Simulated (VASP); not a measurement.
Write the native input for VASP 6.6.1 that does the following.

- Task: relaxation of cell and atoms
- Functional: PBE
- Potentials or basis: VASP PAW PBE potentials, release 64 (Hf_pv, C)
- Cutoff: 600 eV
- k mesh: 14 × 14 × 14
- Occupations: fermi-dirac, width 0.08 eV
- Spin: no spin polarisation
- Dipole correction: no
- Further INCAR settings: ALGO = Normal; EDIFF = 1e-06; IBRION = 2; EDIFFG = -0.005; NSW = 60; ISIF = 3

The structure of HfC (CsCl type) lies in POSCAR:

```
HfC
1.0
    2.9718440398      0.0000000000      0.0000000000
    0.0000000000      2.9718440398      0.0000000000
    0.0000000000      0.0000000000      2.9718440398
Hf C
1 1
Direct
    0.0000000000      0.0000000000      0.0000000000
    0.5000000000      0.5000000000      0.5000000000
```

The input as run:

INCAR

```
SYSTEM = HfC
PREC = Accurate
ENCUT = 600
EDIFF = 1E-6
ISMEAR = -1
SIGMA = 0.08
LREAL = .False.
LASPH = .True.
NELM = 80
ALGO = Normal
ISIF = 3
LWAVE = .False.
LCHARG = .False.
GGA = PE
IBRION = 2
NSW = 60
EDIFFG = -0.005
```

KPOINTS

```
regular mesh
0
Gamma
  14 14 14
  0 0 0
```

Potentials or basis: VASP PAW PBE potentials, release 64 (Hf_pv, C).

Run with:

```bash
$ cat potpaw_PBE.64/Hf_pv/POTCAR potpaw_PBE.64/C/POTCAR > POTCAR
$ mpirun -np 1 vasp_std > vasp.out
```

Results of the run:

```yaml
Relaxed_volume: 12.12 Å³/atom
Relaxed_cell: a = 2.894 Å, b = 2.894 Å, c = 2.894 Å, α = 90.00°, β = 90.00°, γ = 90.00°
Space_group_after_relaxing_to_0.05_Å: Pm-3m (No. 221)
Energy_gained_by_relaxing: 46.1 meV/atom
Ionic_steps: 4
Pressure_after_relaxing: 0.0 GPa
Band_gap_on_the_k_mesh: zero (band 7 reaches 7.72 eV, above the bottom of band 8 at 5.84 eV)
```

Caveat: spin-orbit coupling is left out, which moves the levels of the heavy elements.

Run time: 2.7 min on 1 thread of AMD EPYC 7R13, with other jobs on the host, peak memory 0.16 GiB.
